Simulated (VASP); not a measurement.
# CsSi2 (P-6m2) in VASP: notebook

Runs on CsSi2. Level: PBE. Tasks: single point, relaxation of cell and atoms.

All numbers are computed with VASP 6.6.1; they aren't measurements. Logs are shortened: lines on timing, memory, paths and dates and some standing lists are left out, and cuts for length are marked.

**1. The cell of the first run**

It takes space group P-6m2 (No. 187, hexagonal). Conventional cell: a = 6.372 Å, b = 6.372 Å, c = 4.479 Å, α = 90.00°, β = 90.00°, γ = 120.00°. Cs (site symmetry -6m2) has 12 Si at 3.85 to 4.98 Å and 2 Cs at 4.48 Å within 5.0 Å. Within 3.0 Å of Si (site symmetry 3m) lie 2 Si at 2.24 Å.

**2. Single point, PBE**

INCAR

```
PREC = Accurate
ENCUT = 520
EDIFF = 1E-7
ISMEAR = 0
SIGMA = 0.1
LREAL = F
LASPH = T
NELM = 100
ALGO = Normal
ISIF = 2
LWAVE = F
LCHARG = F
GGA = PE
NBANDS = 16
```

KPOINTS

```
regular mesh
0
Gamma
  9 9 10
```

POSCAR

```
CsSi2
1.0
    6.3715665384      0.0000000000      0.0000000000
   -3.1857832692      5.5179384841      0.0000000000
    0.0000000000      0.0000000000      4.4786632619
Cs Si
1 2
Direct
    0.3333333333      0.6666666667      0.0000000000
    0.0000000000      0.0000000000      0.2503874525
    0.0000000000      0.0000000000      0.7496125475
```

Potentials or basis: VASP PAW PBE potentials, release 64 (Cs_sv, Si).

The run is started by

```sh
cat potpaw_PBE.64/Cs_sv/POTCAR potpaw_PBE.64/Si/POTCAR > POTCAR
mpirun -np 1 vasp_std > vasp.out
```

OUTCAR:

```text
PREC = Accurate
   ENCUT = 520
   EDIFF = 1E-7
   ISMEAR = 0
   LREAL = F
   LASPH = T
   NELM = 100
   ISIF = 2
   GGA = PE

 ion  position               nearest neighbor table
   1  0.333  0.667  0.000-
   2  0.000  0.000  0.250-   3 2.24   3 2.24
   3  0.000  0.000  0.750-   2 2.24   2 2.24

  LATTYP: Found a hexagonal cell.
 ALAT       =     6.3715665384
 C/A-ratio  =     0.7029139906

  Lattice vectors:

 A1 = (   6.3715665384,   0.0000000000,   0.0000000000)
 A2 = (  -3.1857832692,   5.5179384841,   0.0000000000)
 A3 = (   0.0000000000,   0.0000000000,   4.4786632619)

Analysis of symmetry for initial positions (statically):
=====================================================================
 Subroutine PRICEL returns:
 Original cell was already a primitive cell.

 Routine SETGRP: Setting up the symmetry group for a
 hexagonal supercell.

 Subroutine GETGRP returns: Found 12 space group operations
 (whereof 12 operations were pure point group operations)
 out of a pool of 24 trial point group operations.

The static configuration has the point symmetry D_3h.

Analysis of symmetry for dynamics (positions and initial velocities):
=====================================================================
 Subroutine PRICEL returns:
 Original cell was already a primitive cell.

 Routine SETGRP: Setting up the symmetry group for a
 hexagonal supercell.

 Subroutine GETGRP returns: Found 12 space group operations
 (whereof 12 operations were pure point group operations)
 out of a pool of 24 trial point group operations.

The dynamic configuration has the point symmetry D_3h.

 Subroutine INISYM returns: Found 12 space group operations
 (whereof 12 operations are pure point group operations),
 and found     1 'primitive' translations

----------------------------------------------------------------------------------------

                                     Primitive cell

  volume of cell :     157.4604

  direct lattice vectors                    reciprocal lattice vectors
     6.371566538  0.000000000  0.000000000     0.156947274  0.090613551  0.000000000
    -3.185783269  5.517938484  0.000000000     0.000000000  0.181227102  0.000000000
     0.000000000  0.000000000  4.478663262     0.000000000  0.000000000  0.223280908

  length of vectors
     6.371566538  6.371566538  4.478663262     0.181227102  0.181227102  0.223280908

  position of ions in fractional coordinates (direct lattice)
     0.333333333  0.666666667  0.000000000
     0.000000000  0.000000000  0.250387452
     0.000000000  0.000000000  0.749612547

  ion indices of the primitive-cell ions
   primitive index   ion index
                 1           1
                 2           2
                 3           3

----------------------------------------------------------------------------------------

 KPOINTS: regular mesh

Automatic generation of k-mesh.
 Grid dimensions read from file:
 generate k-points for:    9    9   10

 Generating k-lattice:

  Cartesian coordinates                     Fractional coordinates (reciprocal lattice)
     0.017438586  0.010068172  0.000000000     0.111111111 -0.000000000  0.000000000
     0.000000000  0.020136345  0.000000000     0.000000000  0.111111111  0.000000000
     0.000000000  0.000000000  0.022328091     0.000000000  0.000000000  0.100000000

  Length of vectors
     0.020136345  0.020136345  0.022328091

  Shift w.r.t. Gamma in fractional coordinates (k-lattice)
     0.000000000  0.000000000  0.000000000

 Subroutine IBZKPT returns following result:
 ===========================================

 Found     72 irreducible k-points:

 Following reciprocal coordinates:
            Coordinates               Weight
  0.000000  0.000000  0.000000      1.000000
  0.111111  0.000000  0.000000      6.000000
  0.222222  0.000000  0.000000      6.000000
  0.333333  0.000000  0.000000      6.000000
  0.444444  0.000000  0.000000      6.000000
  0.111111  0.111111  0.000000      6.000000
[... 16 lines left out ...]
  0.333333  0.222222  0.100000     24.000000
  0.333333  0.333333  0.100000      4.000000
 [... further k-points ...]
   k-points           NKPTS =     72   k-points in BZ     NKDIM =     72   number of bands    NBANDS=     16
   number of dos      NEDOS =    301   number of ions     NIONS =      3
   total plane-waves  NPLWV =  82944
   dimension x,y,z NGX =    48 NGY =   48 NGZ =   36
   dimension x,y,z NGXF=    96 NGYF=   96 NGZF=   72
   ions per type =               1   2
   NGX,Y,Z   is equivalent  to a cutoff of  12.52, 12.52, 13.36 a.u.
   NGXF,Y,Z  is equivalent  to a cutoff of  25.05, 25.05, 26.73 a.u.
 SYSTEM =  unknown system
   PREC   = accura    normal or accurate (medium, high low for compatibility)
   ISTART =      0    job   : 0-new  1-cont  2-samecut
   ICHARG =      2    charge: 1-file 2-atom 10-const
   ISPIN  =      1    spin polarized calculation?
   LNONCOLLINEAR =      F non collinear calculations
   LSORBIT =      F    spin-orbit coupling
   LASPH  =      T    aspherical Exc in radial PAW
   ENCUT  =  520.0 eV  38.22 Ry    6.18 a.u.  11.85 11.85  8.33*2*pi/ulx,y,z
   NELM   =    100;   NELMIN=  2; NELMDL= -5     # of ELM steps
   EDIFF  = 0.1E-06   stopping-criterion for ELM
   LREAL  =      F    real-space projection
   EDIFFG = 0.1E-05   stopping-criterion for IOM
   NSW    =      0    number of steps for IOM
   IBRION =     -1    ionic relax: 0-MD 1-quasi-New 2-CG
   NFREE  =      0    steps in history (QN), initial steepest desc. (CG)
   ISIF   =      2    stress and relaxation
   ISYM   =      2    0-nonsym 1-usesym 2-fastsym
   POTIM  = 0.5000    time-step for ionic-motion
   TEBEG  =    0.0;   TEEND  =   0.0 temperature during run
   PSTRESS=    0.0 pullay stress
   NELECT =      17.0000    total number of electrons
   NUPDOWN=      -1.0000    fix difference up-down
   EMIN   =  10.00;   EMAX   =-10.00  energy-range for DOS
   EFERMI =   0.00;   METHOD = LEGACY
   ISMEAR =     0;   SIGMA  =   0.10  broadening in eV -4-tet -1-fermi 0-gaus
   EFERMI_NEDOS =   21; number of points for ismear=-14 and -15
   IALGO  =     38    algorithm
   IMIX   =      4    mixing-type and parameters
     AMIX     =   0.40;   BMIX     =  1.00
     AMIX_MAG =   1.60;   BMIX_MAG =  1.00
  volume/ion in A,a.u.               =      52.49       354.20
  Fermi-wavevector in a.u.,A,eV,Ry     =   0.779532  1.473102  8.267855  0.607670
  Thomas-Fermi vector in A             =   1.882656
   LORBIT       =      0    0 simple, 1 ext, 2 COOP (PROOUT), +10 PAW based schemes
   GGA     = PE    functional components
   LHFCALC =     F    Hartree Fock is set to
   AEXX    =    0.0000 exact exchange contribution
   IVDW    =     0    specifies the selected vdW correction
   LEPSILON=     F    determine dielectric tensor
   LRPA    =     F    only Hartree local field effects (RPA)
 non-spin polarized calculation
 Gauss-broadening in eV      SIGMA  =   0.10
  energy-cutoff  :      520.00
  volume of cell :      157.46
 maximum number of plane-waves:      4283
 NGX is ok and might be reduce to    48
   NGX = 23   NGY = 23   NGZ = 17

 number of electron      17.0000001 magnetization

 Free energy of the ion-electron system (eV)
  ---------------------------------------------------
  ext. energy  EPLUGINS =         0.00000000
  ---------------------------------------------------
  free energy    TOTEN  =        -9.97284897 eV

  energy without entropy =       -9.97275919  energy(sigma->0) =       -9.97280408

 E-fermi :   0.7286     XC(G=0):  -6.2258

 val. band max:        0.5348151184   @ k =   0.3333   0.3333   0.5000
 cond. band min:       0.9355794232   @ k =   0.4444   0.0000   0.4000
 fundamental gap:      0.4007643048
 Fermi energy:         0.7286294424

 k-point     1 :       0.0000    0.0000    0.0000
  band No.  band energies     occupation
      1     -21.7789      2.00000
      2      -8.9162      2.00000
      3      -8.5867      2.00000
      4      -8.5867      2.00000
      5      -8.5003      2.00000
      6      -2.9561      2.00000
[... 8 lines left out ...]
     15       4.8617      0.00000
     16       6.3725      0.00000

 k-point     2 :       0.1111    0.0000    0.0000
  band No.  band energies     occupation
      1     -21.7788      2.00000
      2      -8.9818      2.00000
      3      -8.5883      2.00000
      4      -8.5146      2.00000
      5      -8.4998      2.00000
      6      -2.9531      2.00000
[... 8 lines left out ...]
     15       4.8466      0.00000
     16       6.3896      0.00000

 k-point     3 :       0.2222    0.0000    0.0000
  band No.  band energies     occupation
      1     -21.7786      2.00000
      2      -9.0923      2.00000
      3      -8.5922      2.00000
      4      -8.4986      2.00000
      5      -8.3875      2.00000
      6      -2.9454      2.00000
[... 8 lines left out ...]
     15       4.8174      0.00000
     16       6.4196      0.00000

 k-point     4 :       0.3333    0.0000    0.0000
  band No.  band energies     occupation
      1     -21.7783      2.00000
      2      -9.1819      2.00000
      3      -8.5967      2.00000
      4      -8.4972      2.00000
      5      -8.2790      2.00000
      6      -2.9368      2.00000
[... 8 lines left out ...]
     15       4.7990      0.00000
     16       6.2707      0.00000
[... 324 lines left out ...]
 k-point    22 :       0.2222    0.2222    0.1000
  band No.  band energies     occupation
      1     -21.7756      2.00000
      2      -9.1625      2.00000
      3      -8.5993      2.00000
      4      -8.5397      2.00000
      5      -8.2092      2.00000
      6      -3.5375      2.00000
[... 8 lines left out ...]
     15       5.2350      0.00000
     16       6.0761      0.00000

 k-point    23 :       0.3333    0.2222    0.1000
  band No.  band energies     occupation
      1     -21.7755      2.00000
      2      -9.1961      2.00000
      3      -8.6048      2.00000
      4      -8.5386      2.00000
      5      -8.1637      2.00000
      6      -3.5351      2.00000
[... 8 lines left out ...]
     15       5.3695      0.00000
     16       5.9369      0.00000

 k-point    24 :       0.3333    0.3333    0.1000
  band No.  band energies     occupation
      1     -21.7754      2.00000
      2      -9.2065      2.00000
      3      -8.6086      2.00000
      4      -8.5383      2.00000
      5      -8.1472      2.00000
      6      -3.5341      2.00000
[... 8 lines left out ...]
     15       5.6268      0.00000
     16       5.7629      0.00000

 [... further k-points ...]

------------------------ aborting loop because EDIFF is reached ----------------------------------------

  FORCE on cell =-STRESS in cart. coord.  units (eV):
  Direction    XX          YY          ZZ          XY          YZ          ZX
  --------------------------------------------------------------------------------------
  -------------------------------------------------------------------------------------
  Total        0.0174220      0.0174220     -0.0139757      0.0000000      0.0000000      0.0000000
  in kB        0.1772703      0.1772703     -0.1422046      0.0000000      0.0000000      0.0000000
  external PRESSURE =       0.0707787 kB  Pullay stress =       0.0000000 kB

 VOLUME and BASIS-vectors are now :
 -----------------------------------------------------------------------------
  energy-cutoff  :      520.00
  volume of cell :      157.46
      direct lattice vectors                 reciprocal lattice vectors
     6.371566538  0.000000000  0.000000000     0.156947274  0.090613551  0.000000000
    -3.185783269  5.517938484  0.000000000     0.000000000  0.181227102  0.000000000
     0.000000000  0.000000000  4.478663262     0.000000000  0.000000000  0.223280908

 POSITION                                       TOTAL-FORCE (eV/Angst)
 -----------------------------------------------------------------------------------
     -0.00000      3.67863      0.00000         0.000000      0.000000      0.000000
      0.00000      0.00000      1.12140        -0.000000      0.000000      0.001656
      0.00000      0.00000      3.35726         0.000000      0.000000     -0.001656
 -----------------------------------------------------------------------------------
    total drift:                                0.000000     -0.000000     -0.000000

  FREE ENERGIE OF THE ION-ELECTRON SYSTEM (eV)
  ---------------------------------------------------
  free  energy   TOTEN  =        -9.9728489668 eV

  energy  without entropy=       -9.9727591927  energy(sigma->0) =       -9.97280408
```

It took 84 s on 1 thread of Intel Xeon 6975P-C (Granite Rapids), shared host; peak memory 0.37 GiB.

What came out:

```
Free energy            : -9.9728 eV
Pressure               : 0.0 GPa
Band gap on the k mesh : zero (an odd number of electrons rules out a gap without spin polarisation)
```

Levels at points of the mesh, in eV from the Fermi level:
| k point | band 6 | band 7 | band 8 | band 9 | band 10 | band 11 |
| --- | --- | --- | --- | --- | --- | --- |
| (0.00, 0.00, 0.00) | -3.68 | -1.99 | -1.99 | -1.65 | 1.30 | 3.28 |
| (0.00, 0.00, 0.50) | -7.80 | -0.42 | -0.42 | -0.35 | -0.35 | 3.07 |

Caveat: spin-orbit coupling is left out, which moves the levels of the heavy elements.

**3. Single point, PBE**

INCAR

```
SYSTEM = CsSi2
PREC = Accurate
ENCUT = 520
EDIFF = 1E-7
ISMEAR = 0
SIGMA = 0.1
LREAL = .False.
LASPH = .True.
NELM = 100
ALGO = Normal
ISIF = 2
LWAVE = .False.
LCHARG = .True.
GGA = PE
LELF = .True.
LVHAR = .True.
NBANDS = 16
```

KPOINTS

```
Automatic mesh
0
Gamma
  9 9 10
  0 0 0
```

POSCAR is that of step 2.

Potentials or basis: VASP PAW PBE potentials, release 64 (Cs_sv, Si).

The run is started by

```sh
cat potpaw_PBE.64/Cs_sv/POTCAR potpaw_PBE.64/Si/POTCAR > POTCAR
mpirun -np 1 vasp_std > vasp.out
```

Run time: 86 s. Hardware: 1 thread of Intel Xeon 6975P-C (Granite Rapids), shared host; peak memory 0.38 GiB.

Results (log left out):

| Quantity | Value |
| --- | --- |
| Free energy | -9.9728 eV |
| Pressure | 0.0 GPa |
| Band gap on the k mesh | zero (an odd number of electrons rules out a gap without spin polarisation) |

Levels at points of the mesh, in eV from the Fermi level:
| k point | band 4 | band 5 | band 6 | band 7 | band 8 | band 9 | band 10 | band 11 | band 12 | band 13 |
| --- | --- | --- | --- | --- | --- | --- | --- | --- | --- | --- |
| (0.00, 0.00, 0.00) | -9.32 | -9.23 | -3.68 | -1.99 | -1.99 | -1.65 | 1.30 | 3.28 | 3.72 | 3.72 |
| (0.00, 0.00, 0.50) | -9.26 | -7.92 | -7.80 | -0.42 | -0.42 | -0.35 | -0.35 | 3.07 | 3.36 | 3.50 |

Caveat: spin-orbit coupling is left out, which moves the levels of the heavy elements.

**4. Relaxation of cell and atoms, PBE**

This run uses another cell than the first one, of 50.66 Å³/atom.

INCAR

```
SYSTEM = CsSi2
  ALGO = Normal
  EDIFF = 1E-6
  EDIFFG = -0.01
  ENCUT = 600
  GGA = PE
  IBRION = 2
  ISIF = 3
  ISMEAR = 0
  LASPH = .True.
  LCHARG = .False.
  LREAL = .False.
  LWAVE = .False.
  NELM = 100
  NSW = 100
  PREC = Accurate
  SIGMA = 0.1
```

KPOINTS

```
k-points
0
Gamma
  9 9 10
  0 0 0
```

POSCAR

```
CsSi2
1.0
    6.2819089002      0.0000000000      0.0000000000
   -3.1409544501      5.4402926918      0.0000000000
    0.0000000000      0.0000000000      4.4466800288
Cs Si
1 2
Direct
    0.3333333333      0.6666666667      0.0000000000
    0.0000000000      0.0000000000      0.2553599472
    0.0000000000      0.0000000000      0.7446400528
```

The run is started by

```sh
cat potpaw_PBE.64/Cs_sv/POTCAR potpaw_PBE.64/Si/POTCAR > POTCAR
mpirun -np 1 vasp_std > vasp.out
```

It took 4.4 min on 1 thread of Intel Xeon 6975P-C (Granite Rapids), shared host; peak memory 0.42 GiB.

The run converged. Its results:

* Free energy: -9.9728 eV
* Relaxed volume: 52.60 Å³/atom
* Relaxed cell: a = 6.378 Å, b = 6.378 Å, c = 4.479 Å, α = 90.00°, β = 90.00°, γ = 120.00°
* Space group after relaxing (to 0.1 Å): P-6m2 (No. 187)
* Energy gained by relaxing: 7.2 meV/atom
* Ionic steps: 8
* Pressure after relaxing: 0.0 GPa
* Band gap on the k mesh: zero (an odd number of electrons rules out a gap without spin polarisation)

The path:
```tsv
step	energy change (eV)	largest force (eV/Å)	pressure (GPa)	volume (Å³)
1	0.0000	0.6540	0.58	151.97
2	-0.0074	0.2538	-0.33	156.03
3	-0.0170	0.0910	0.03	154.20
4	-0.0196	0.0942	0.21	154.79
5	-0.0197	0.0675	0.18	154.72
6	-0.0210	0.0376	0.10	156.05
7	-0.0217	0.0055	-0.02	157.97
8	-0.0217	0.0016	-0.01	157.80
```

Final structure:
```
Cs Si
1.0
     6.37808    0.00000    0.00000
    -3.18904    5.52358    0.00000
     0.00000    0.00000    4.47923
Cs Si
1 2
Cartesian
  0.0000 3.6824 0.0000
  6.3781 0.0000 1.1216
  0.0000 0.0000 3.3576
```

Levels at points of the mesh, in eV from the Fermi level:
| k point | band 4 | band 5 | band 6 | band 7 | band 8 | band 9 | band 10 | band 11 | band 12 |
| --- | --- | --- | --- | --- | --- | --- | --- | --- | --- |
| (0.00, 0.00, 0.00) | -9.32 | -9.23 | -3.68 | -1.99 | -1.99 | -1.65 | 1.29 | 3.28 | 3.72 |
| (0.00, 0.00, 0.50) | -9.26 | -7.92 | -7.80 | -0.42 | -0.42 | -0.35 | -0.35 | 3.07 | 3.36 |

Caveat: spin-orbit coupling is left out, which moves the levels of the heavy elements.
